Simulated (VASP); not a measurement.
Wanted: the native input for a VASP 6.6.1 run.

```yaml
Task: single point
Functional: PBE
Potentials_or_basis: VASP PAW PBE potentials, release 64 (Bi_d, Te)
Cutoff: 520 eV
k_mesh: 12 × 12 × 8
Occupations: gaussian, width 0.1 eV
Spin: no spin polarisation
Dipole_correction: no
Further_INCAR_settings: ALGO = Normal; EDIFF = 1e-06; NBANDS = 29
```

The structure of BiTe lies in POSCAR:

```
BiTe
1.0
    3.2511941624      3.2511941624      0.0000000000
   -3.2511941624      3.2511941624      0.0000000000
    0.0000000000      0.0000000000      6.4048524998
Bi Te
2 2
Direct
    0.0000000000      0.0000000000      0.0000000000
    0.5000000000      0.5000000000      0.5000000000
    0.5000000000      0.5000000000      0.0000000000
    0.0000000000      0.0000000000      0.5000000000
```

This cell differs from its parent crystal: strain along c alone, the other axes held: -1.5 %.

The input as run:

INCAR

```
PREC = Accurate
ENCUT = 520
EDIFF = 1E-6
ISMEAR = 0
SIGMA = 0.1
LREAL = False
LASPH = True
NELM = 100
ALGO = Normal
ISIF = 2
LWAVE = False
LCHARG = False
GGA = PE
NBANDS = 29
```

KPOINTS

```
regular mesh
0
Gamma
  12 12 8
```

Potentials or basis: VASP PAW PBE potentials, release 64 (Bi_d, Te).

Launch:

```sh
$ cat potpaw_PBE.64/Bi_d/POTCAR potpaw_PBE.64/Te/POTCAR > POTCAR
$ mpirun -np 1 vasp_std > vasp.out
```

It gave:

```json
{
  "Pressure": "0.7 GPa",
  "Band gap on the k mesh": "zero (band 21 reaches 9.16 eV, above the bottom of band 22 at 5.83 eV)"
}
```

Caveat: the cell differs from its parent crystal (strain along c alone, the other axes held: -1.5 %); spin-orbit coupling is left out, which moves the levels of the heavy elements.

Run time: 11 min on 1 thread of Oxide Virtual Turin-like Processor, with other jobs on the host, peak memory 0.54 GiB.
